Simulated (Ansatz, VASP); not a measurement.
# Sn2TeO2: VASP beside Ansatz

```xyz
5
Lattice="3.8208 0.0000 0.0000 -1.9104 3.3089 0.0000 0.0000 0.0000 9.1415" Properties=species:S:1:pos:R:3 pbc="T T T"
Sn    0.0000    0.0000    2.9896
Sn    0.0000    0.0000    6.1519
Te    0.0000    0.0000    0.0000
O     0.0000    2.2059    0.0000
O     1.9104    1.1030    0.0000
```

Alike in both runs: functional PBE; k mesh 6 × 6 × 4; occupations gaussian, width 0.1 eV; no spin polarisation.

Ansatz relaxed the structure, and its values are those at the end. VASP's run is a single point on that final structure, the one shown.

|  | VASP | Ansatz |
| --- | --- | --- |
| version | VASP 6.6.1 | Ansatz 0.2.0 |
| potentials or method | VASP PAW PBE potentials, release 64 (Sn_d, Te, O), cutoff 520 eV | scalar-relativistic, plane waves, PAW |
| valence electrons in the cell | 46 | 56 |

Ansatz gave:

| Property | Result |
| --- | --- |
| gap on the k mesh at the Fermi level (eV) | none |
| pressure (GPa) | 0.0 |
| rms of the force components (eV/Å) | 0.004 |

Problem. What did VASP give for the same quantities?

Solution. gap on the k mesh at the Fermi level (eV): none; pressure (GPa): -0.3; rms of the force components (eV/Å): 0.005.

A gap of «none» marks a metal or a gap that the smearing closes. With one functional, cell and mesh, what is left measures potentials, basis and numerics. VASP's potentials hold 46 valence electrons a cell and Ansatz's 56, so a difference there can come from the potentials and not from the codes.

Spin-orbit coupling is off throughout.
